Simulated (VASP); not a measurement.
A run of VASP 6.6.1:

Contents of INCAR:

```
PREC = Accurate
ENCUT = 520
EDIFF = 1E-6
ISMEAR = -1
SIGMA = 0.15
LREAL = False
LASPH = True
NELM = 100
ALGO = Normal
ISIF = 2
LWAVE = False
LCHARG = False
GGA = PS
NBANDS = 24
```

KPOINTS

```
regular mesh
0
Gamma
  8 8 8
```

POSCAR

```
LaB6
1.0
    4.1303751082      0.0000000000      0.0000000000
    0.0000000000      4.1303751082      0.0000000000
    0.0000000000      0.0000000000      4.1303751082
La B
1 6
Direct
    0.0000000000      0.0000000000      0.0000000000
    0.1996788744      0.5000000000      0.5000000000
    0.5000000000      0.1996788744      0.5000000000
    0.8003211256      0.5000000000      0.5000000000
    0.5000000000      0.8003211256      0.5000000000
    0.5000000000      0.5000000000      0.1996788744
    0.5000000000      0.5000000000      0.8003211256
```

Potentials or basis: VASP PAW PBE potentials, release 64 (La, B).

The run is started by

```bash
$ cat potpaw_PBE.64/La/POTCAR potpaw_PBE.64/B/POTCAR > POTCAR
$ mpirun -np 1 vasp_std > vasp.out
```

Hardware: 1 thread of Intel(R) Xeon(R) Platinum 8259CL CPU @ 2.50GHz (Skylake/Cascade Lake) (shared host).

Problem. Estimate the wall time of this run.

Solution. Wall time 80 s on 1 thread of Intel(R) Xeon(R) Platinum 8259CL CPU @ 2.50GHz (Skylake/Cascade Lake), with other jobs on the host, peak memory 0.21 GiB. Counts: scf iterations 16, k points 35.
